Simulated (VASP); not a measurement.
A run of VASP 6.6.1 is set up as follows.

Contents of INCAR:

```
SYSTEM = Be
  PREC = Accurate
  ENCUT = 520
  EDIFF = 1E-7
  ISMEAR = -1
  SIGMA = 0.05
  LREAL = .FALSE.
  LASPH = .TRUE.
  NELM = 80
  ALGO = Normal
  ISIF = 2
  LWAVE = .FALSE.
  LCHARG = .FALSE.
  GGA = PE
  NBANDS = 9
```

The input KPOINTS:

```
regular mesh
0
G
  20 20 11
  0 0 0
```

Contents of POSCAR:

```
Be
1.0
    2.3147309187      0.0000000000      0.0000000000
   -1.1573654594      2.0046157785      0.0000000000
    0.0000000000      0.0000000000      3.6247477149
Be
2
Direct
    0.3333333333      0.6666666667      0.2500000000
    0.6666666667      0.3333333333      0.7500000000
```

Potentials or basis: VASP PAW PBE potentials, release 64 (Be).

The run is started by

```sh
$ cat potpaw_PBE.64/Be/POTCAR > POTCAR
$ mpirun -np 1 vasp_std > vasp.out
```

Question: Predict the pressure.

Answer: -6.6 GPa.

Question: Predict the band gap on the k mesh.

Answer: Zero (bands 2 and 3 overlap by 1.38 eV).

Stress tensor (GPa, compression positive):
```
-6.52  0.00  0.00
 0.00 -6.52  0.00
 0.00  0.00 -6.89
```

Caveat: the cell stands under tension.
